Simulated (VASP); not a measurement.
Here is a VASP 6.6.1 calculation.

INCAR

```
ALGO = Fast
EDIFF = 1E-6
ENCUT = 520
GGA = PE
ISIF = 2
ISMEAR = 0
LASPH = True
LCHARG = False
LREAL = False
LWAVE = False
NBANDS = 12
NELM = 100
PREC = Accurate
SIGMA = 0.15
```

File KPOINTS:

```
k-points
0
Gamma
  20 20 20
```

POSCAR

```
In
1.0
   -1.6546076250      1.5976923750      2.4739500000
    1.6546076250     -1.5976923750      2.4739500000
    1.6546076250      1.5976923750     -2.4739500000
In
1
Direct
    0.0000000000      0.0000000000      0.0000000000
```

Potentials or basis: VASP PAW PBE potentials, release 64 (In_d).

Command:

```bash
$ cat potpaw_PBE.64/In_d/POTCAR > POTCAR
$ mpirun -np 1 vasp_std > vasp.out
```

(1) Predict the pressure.

Answers

(1) 2.0 GPa.

Caveat: the cell differs from its parent crystal (strain +0.0175 x Voigt [1, -1, 0, 0, 0, 0]).
